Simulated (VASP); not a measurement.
# Nb (P6_3/mmc) in VASP: single point with PBE

Aim: the single point of Nb with PBE.

All numbers are computed with VASP 6.6.1; they aren't measurements. Logs are shortened: lines on timing, memory, paths and dates and some standing lists are left out, and cuts for length are marked.

## 1. The cell of the first run

The structure is hexagonal, space group P6_3/mmc (No. 194). Conventional cell: a = 2.869 Å, b = 2.869 Å, c = 5.263 Å, α = 90.00°, β = 90.00°, γ = 120.00°. Within 3.8 Å of Nb (site symmetry -6m2) lie 12 Nb at 2.87 to 3.11 Å.

## 2. Single point, PBE

Input file INCAR:

```
PREC = Accurate
ENCUT = 500
EDIFF = 1E-6
ISMEAR = 0
SIGMA = 0.05
LREAL = F
LASPH = T
NELM = 120
ALGO = Normal
ISIF = 2
LWAVE = F
LCHARG = F
GGA = PE
NBANDS = 20
GGA_COMPAT = F
```

Input file KPOINTS:

```
regular mesh
0
Gamma
  8 8 4
```

Input file POSCAR:

```
Nb
1.0
    2.8694161997      0.0000000000      0.0000000000
   -1.4347080998      2.4849873230      0.0000000000
    0.0000000000      0.0000000000      5.2626253617
Nb
2
Direct
    0.3333333333      0.6666666667      0.7500000000
    0.6666666667      0.3333333333      0.2500000000
```

Potentials or basis: VASP PAW PBE potentials, release 64 (Nb_sv).

On the command line:

```
$ cat potpaw_PBE.64/Nb_sv/POTCAR > POTCAR
$ mpirun -np 1 vasp_std > vasp.out
```

OUTCAR:

```text
PREC = Accurate
   ENCUT = 500
   EDIFF = 1E-6
   ISMEAR = 0
   LREAL = F
   LASPH = T
   NELM = 120
   ISIF = 2
   GGA = PE

 ion  position               nearest neighbor table
   1  0.333  0.667  0.750-
   2  0.667  0.333  0.250-

  LATTYP: Found a hexagonal cell.
 ALAT       =     2.8694161997
 C/A-ratio  =     1.8340404443

  Lattice vectors:

 A1 = (   2.8694161997,   0.0000000000,   0.0000000000)
 A2 = (  -1.4347080998,   2.4849873230,   0.0000000000)
 A3 = (   0.0000000000,   0.0000000000,   5.2626253617)

Analysis of symmetry for initial positions (statically):
=====================================================================
 Subroutine PRICEL returns:
 Original cell was already a primitive cell.

 Routine SETGRP: Setting up the symmetry group for a
 hexagonal supercell.

 Subroutine GETGRP returns: Found 24 space group operations
 (whereof 12 operations were pure point group operations)
 out of a pool of 24 trial point group operations.

The static configuration has the point symmetry D_3d.
 The point group associated with its full space group is D_6h.

Analysis of symmetry for dynamics (positions and initial velocities):
=====================================================================
 Subroutine PRICEL returns:
 Original cell was already a primitive cell.

 Routine SETGRP: Setting up the symmetry group for a
 hexagonal supercell.

 Subroutine GETGRP returns: Found 24 space group operations
 (whereof 12 operations were pure point group operations)
 out of a pool of 24 trial point group operations.

The dynamic configuration has the point symmetry D_3d.
 The point group associated with its full space group is D_6h.

 Subroutine INISYM returns: Found 24 space group operations
 (whereof 12 operations are pure point group operations),
 and found     1 'primitive' translations

----------------------------------------------------------------------------------------

                                     Primitive cell

  volume of cell :      37.5250

  direct lattice vectors                    reciprocal lattice vectors
     2.869416200  0.000000000  0.000000000     0.348502946  0.201208270  0.000000000
    -1.434708100  2.484987323  0.000000000     0.000000000  0.402416540  0.000000000
     0.000000000  0.000000000  5.262625362     0.000000000  0.000000000  0.190019226

  length of vectors
     2.869416200  2.869416200  5.262625362     0.402416540  0.402416540  0.190019226

  position of ions in fractional coordinates (direct lattice)
     0.333333333  0.666666667  0.750000000
     0.666666667  0.333333333  0.250000000

  ion indices of the primitive-cell ions
   primitive index   ion index
                 1           1
                 2           2

----------------------------------------------------------------------------------------

 KPOINTS: regular mesh

Automatic generation of k-mesh.
 Grid dimensions read from file:
 generate k-points for:    8    8    4

 Generating k-lattice:

  Cartesian coordinates                     Fractional coordinates (reciprocal lattice)
     0.043562868  0.025151034  0.000000000     0.125000000 -0.000000000  0.000000000
     0.000000000  0.050302067  0.000000000     0.000000000  0.125000000  0.000000000
     0.000000000  0.000000000  0.047504807     0.000000000  0.000000000  0.250000000

  Length of vectors
     0.050302067  0.050302067  0.047504807

  Shift w.r.t. Gamma in fractional coordinates (k-lattice)
     0.000000000  0.000000000  0.000000000

 Subroutine IBZKPT returns following result:
 ===========================================

 Found     30 irreducible k-points:

 Following reciprocal coordinates:
            Coordinates               Weight
  0.000000  0.000000  0.000000      1.000000
  0.125000  0.000000  0.000000      6.000000
  0.250000  0.000000  0.000000      6.000000
  0.375000  0.000000  0.000000      6.000000
  0.500000  0.000000  0.000000      3.000000
  0.125000  0.125000  0.000000      6.000000
[... 16 lines left out ...]
  0.250000  0.000000  0.500000      6.000000
  0.375000  0.000000  0.500000      6.000000
 [... further k-points ...]
   k-points           NKPTS =     30   k-points in BZ     NKDIM =     30   number of bands    NBANDS=     20
   number of dos      NEDOS =    301   number of ions     NIONS =      2
   total plane-waves  NPLWV =  23040
   dimension x,y,z NGX =    24 NGY =   24 NGZ =   40
   dimension x,y,z NGXF=    48 NGYF=   48 NGZF=   80
   ions per type =               2
   NGX,Y,Z   is equivalent  to a cutoff of  13.90, 13.90, 12.64 a.u.
   NGXF,Y,Z  is equivalent  to a cutoff of  27.81, 27.81, 25.27 a.u.
 SYSTEM =  unknown system
   PREC   = accura    normal or accurate (medium, high low for compatibility)
   ISTART =      0    job   : 0-new  1-cont  2-samecut
   ICHARG =      2    charge: 1-file 2-atom 10-const
   ISPIN  =      1    spin polarized calculation?
   LNONCOLLINEAR =      F non collinear calculations
   LSORBIT =      F    spin-orbit coupling
   LASPH  =      T    aspherical Exc in radial PAW
   ENCUT  =  500.0 eV  36.75 Ry    6.06 a.u.   5.23  5.23  9.59*2*pi/ulx,y,z
   NELM   =    120;   NELMIN=  2; NELMDL= -5     # of ELM steps
   EDIFF  = 0.1E-05   stopping-criterion for ELM
   LREAL  =      F    real-space projection
   EDIFFG = 0.1E-04   stopping-criterion for IOM
   NSW    =      0    number of steps for IOM
   IBRION =     -1    ionic relax: 0-MD 1-quasi-New 2-CG
   NFREE  =      0    steps in history (QN), initial steepest desc. (CG)
   ISIF   =      2    stress and relaxation
   ISYM   =      2    0-nonsym 1-usesym 2-fastsym
   POTIM  = 0.5000    time-step for ionic-motion
   TEBEG  =    0.0;   TEEND  =   0.0 temperature during run
   PSTRESS=    0.0 pullay stress
   NELECT =      26.0000    total number of electrons
   NUPDOWN=      -1.0000    fix difference up-down
   EMIN   =  10.00;   EMAX   =-10.00  energy-range for DOS
   EFERMI =   0.00;   METHOD = LEGACY
   ISMEAR =     0;   SIGMA  =   0.05  broadening in eV -4-tet -1-fermi 0-gaus
   EFERMI_NEDOS =   21; number of points for ismear=-14 and -15
   IALGO  =     38    algorithm
   IMIX   =      4    mixing-type and parameters
     AMIX     =   0.40;   BMIX     =  1.00
     AMIX_MAG =   1.60;   BMIX_MAG =  1.00
  volume/ion in A,a.u.               =      18.76       126.62
  Fermi-wavevector in a.u.,A,eV,Ry     =   1.448636  2.737525 28.552448  2.098546
  Thomas-Fermi vector in A             =   2.566454
   LORBIT       =      0    0 simple, 1 ext, 2 COOP (PROOUT), +10 PAW based schemes
   GGA     = PE    functional components
   LHFCALC =     F    Hartree Fock is set to
   AEXX    =    0.0000 exact exchange contribution
   IVDW    =     0    specifies the selected vdW correction
   LEPSILON=     F    determine dielectric tensor
   LRPA    =     F    only Hartree local field effects (RPA)
 non-spin polarized calculation
 Gauss-broadening in eV      SIGMA  =   0.05
  energy-cutoff  :      500.00
  volume of cell :       37.52
 maximum number of plane-waves:       968
 NGX is ok and might be reduce to    24
   NGX = 11   NGY = 11   NGZ = 19

 number of electron      26.0000001 magnetization

 Free energy of the ion-electron system (eV)
  ---------------------------------------------------
  ext. energy  EPLUGINS =         0.00000000
  ---------------------------------------------------
  free energy    TOTEN  =       -19.83160948 eV

  energy without entropy =      -19.82543957  energy(sigma->0) =      -19.82852452

 E-fermi :  10.8633     XC(G=0): -12.2755

 val. band max:       10.8453756271   @ k =   0.2500   0.1250   0.0000
 cond. band min:      10.8658418773   @ k =   0.3750   0.1250   0.2500
 fundamental gap:      0.0204662502
 Fermi energy:        10.8632792759

 k-point     1 :       0.0000    0.0000    0.0000
  band No.  band energies     occupation
      1     -43.8025      2.00000
      2     -43.6843      2.00000
      3     -20.2600      2.00000
      4     -19.3669      2.00000
      5     -19.1375      2.00000
      6     -19.1375      2.00000
[... 12 lines left out ...]
     19      15.1950      0.00000
     20      15.1950      0.00000

 k-point     2 :       0.1250    0.0000    0.0000
  band No.  band energies     occupation
      1     -43.7698      2.00000
      2     -43.6593      2.00000
      3     -20.2014      2.00000
      4     -19.3684      2.00000
      5     -19.3345      2.00000
      6     -19.2566      2.00000
[... 12 lines left out ...]
     19      15.3203      0.00000
     20      16.3814      0.00000

 k-point     3 :       0.2500    0.0000    0.0000
  band No.  band energies     occupation
      1     -43.6884      2.00000
      2     -43.5999      2.00000
      3     -20.0476      2.00000
      4     -19.7992      2.00000
      5     -19.7102      2.00000
      6     -19.3832      2.00000
[... 12 lines left out ...]
     19      15.4102      0.00000
     20      18.3755      0.00000

 k-point     4 :       0.3750    0.0000    0.0000
  band No.  band energies     occupation
      1     -43.6015      2.00000
      2     -43.5437      2.00000
      3     -20.2473      2.00000
      4     -20.1371      2.00000
      5     -19.8603      2.00000
      6     -19.4294      2.00000
[... 12 lines left out ...]
     19      15.5037      0.00000
     20      19.2471      0.00000

 k-point     5 :       0.5000    0.0000    0.0000
  band No.  band energies     occupation
      1     -43.5617      2.00000
      2     -43.5236      2.00000
      3     -20.4278      2.00000
      4     -20.3079      2.00000
      5     -19.7557      2.00000
      6     -19.4751      2.00000
[... 12 lines left out ...]
     19      17.1531      0.00000
     20      17.9461      0.00000
[... 353 lines left out ...]
      6     -19.0983      2.00000
[... 12 lines left out ...]
     19      14.5982      0.00000
     20      14.5982      0.00000

 k-point    22 :       0.1250    0.0000    0.5000
  band No.  band energies     occupation
      1     -43.7149      2.00000
      2     -43.7149      2.00000
      3     -19.8104      2.00000
      4     -19.8104      2.00000
      5     -19.2799      2.00000
      6     -19.2799      2.00000
[... 12 lines left out ...]
     19      14.5133      0.00000
     20      14.5133      0.00000

 k-point    23 :       0.2500    0.0000    0.5000
  band No.  band energies     occupation
      1     -43.6443      2.00000
      2     -43.6443      2.00000
      3     -19.8946      2.00000
      4     -19.8946      2.00000
      5     -19.5786      2.00000
      6     -19.5786      2.00000
[... 12 lines left out ...]
     19      14.5139      0.00000
     20      14.5139      0.00000

 k-point    24 :       0.3750    0.0000    0.5000
  band No.  band energies     occupation
      1     -43.5727      2.00000
      2     -43.5727      2.00000
      3     -20.2538      2.00000
      4     -20.2538      2.00000
      5     -19.5803      2.00000
      6     -19.5803      2.00000
[... 12 lines left out ...]
     19      15.5468      0.00000
     20      15.5468      0.00000

 [... further k-points ...]
[... 5 lines left out ...]
  --------------------------------------------------------------------------------------
  -------------------------------------------------------------------------------------
  Total       -0.0562193     -0.0562193     -0.1467287     -0.0000000     -0.0000000      0.0000000
  in kB       -2.4003591     -2.4003591     -6.2647745     -0.0000000     -0.0000000      0.0000000
  external PRESSURE =      -3.6884976 kB  Pullay stress =       0.0000000 kB

 VOLUME and BASIS-vectors are now :
 -----------------------------------------------------------------------------
  energy-cutoff  :      500.00
  volume of cell :       37.52
      direct lattice vectors                 reciprocal lattice vectors
     2.869416200  0.000000000  0.000000000     0.348502946  0.201208270  0.000000000
    -1.434708100  2.484987323  0.000000000     0.000000000  0.402416540  0.000000000
     0.000000000  0.000000000  5.262625362     0.000000000  0.000000000  0.190019226

 POSITION                                       TOTAL-FORCE (eV/Angst)
 -----------------------------------------------------------------------------------
     -0.00000      1.65666      3.94697        -0.000000      0.000000      0.000000
      1.43471      0.82833      1.31566         0.000000     -0.000000      0.000000
 -----------------------------------------------------------------------------------
    total drift:                                0.000000     -0.000000      0.000000

  FREE ENERGIE OF THE ION-ELECTRON SYSTEM (eV)
  ---------------------------------------------------
  free  energy   TOTEN  =       -19.8316094778 eV

  energy  without entropy=      -19.8254395666  energy(sigma->0) =      -19.82852452
```

Run time: 16 s. Hardware: 1 thread of Intel Xeon Platinum 8259CL at 2.50GHz (Skylake/Cascade Lake), shared host; peak memory 0.16 GiB.

Results:

- Free energy: -19.8316 eV
- Pressure: -0.4 GPa
- Band gap on the k mesh: zero (band 13 reaches 13.01 eV, above the bottom of band 14 at 10.36 eV)
